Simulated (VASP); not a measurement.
Input of a VASP 6.6.1 run:

File INCAR:

```
SYSTEM = La
PREC     = Accurate       ! precision mode
ENCUT    = 520            ! plane-wave cutoff, eV
EDIFF    = 1E-7           ! SCF threshold, eV
ISMEAR   = -1             ! smearing method
SIGMA    = 0.1            ! smearing width, eV
LREAL    = .FALSE.        ! projectors in reciprocal space
LASPH    = .TRUE.         ! aspherical terms in the spheres
NELM     = 60             ! most SCF steps
ALGO     = Normal         ! electronic algorithm
ISIF     = 2              ! what is computed and relaxed
LWAVE    = .FALSE.        ! write WAVECAR
LCHARG   = .FALSE.        ! write CHGCAR
GGA      = RP             ! functional
NBANDS   = 12             ! bands
```

Contents of KPOINTS:

```
Automatic mesh
0
G
  11 11 11
  0 0 0
```

POSCAR

```
La
1.0
    0.0000000000      2.6598627893      2.6598627893
    2.6598627893      0.0000000000      2.6598627893
    2.6598627893      2.6598627893      0.0000000000
La
1
Direct
    0.0000000000      0.0000000000      0.0000000000
```

Potentials or basis: VASP PAW PBE potentials, release 64 (La).

Run with:

```sh
$ cat potpaw_PBE.64/La/POTCAR > POTCAR
$ mpirun -np 1 vasp_std > vasp.out
```

Task: Predict the pressure.

Result: 0.9 GPa.

Caveat: the PAW data sets were made with another functional, which shifts forces and pressure a little.
